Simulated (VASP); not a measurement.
Wanted: the native input for a VASP 6.6.1 run.

```
Task                   : single point
Functional             : revPBE
Dispersion             : D3(BJ)
Potentials or basis    : VASP PAW PBE potentials, release 64 (Te, Sn_d)
Cutoff                 : 520 eV
k mesh                 : 7 × 7 × 7
Occupations            : fermi-dirac, width 0.05 eV
Spin                   : no spin polarisation
Dipole correction      : no
Further INCAR settings : ALGO = Normal; EDIFF = 1e-06; NBANDS = 17
```

The structure of SnTe lies in POSCAR:

```
SnTe
1.0
    0.0000000000      3.1508500000      3.1508500000
    3.1508500000      0.0000000000      3.1508500000
    3.1508500000      3.1508500000      0.0000000000
Te Sn
1 1
Direct
    0.5000000000      0.5000000000      0.5000000000
    0.0000000000      0.0000000000      0.0000000000
```

One way to write it, as run:

INCAR

```
PREC = Accurate
ENCUT = 520
EDIFF = 1E-6
ISMEAR = -1
SIGMA = 0.05
LREAL = F
LASPH = T
NELM = 100
ALGO = Normal
ISIF = 2
LWAVE = F
LCHARG = F
GGA = RE
IVDW = 12
NBANDS = 17
```

KPOINTS

```
Automatic mesh
0
Gamma
  7 7 7
```

Potentials or basis: VASP PAW PBE potentials, release 64 (Te, Sn_d).

Command:

```bash
$ cat potpaw_PBE.64/Te/POTCAR potpaw_PBE.64/Sn_d/POTCAR > POTCAR
$ mpirun -np 1 vasp_std > vasp.out
```

It gave:

```yaml
Pressure: -0.8 GPa
Dispersion_energy_per_atom: -0.752 eV
```

Caveat: the PAW data sets were made with another functional, which shifts forces and pressure a little.

Wall time 21 s on 1 thread of Intel Xeon 6975P-C, with other jobs on the host, peak memory 0.21 GiB.
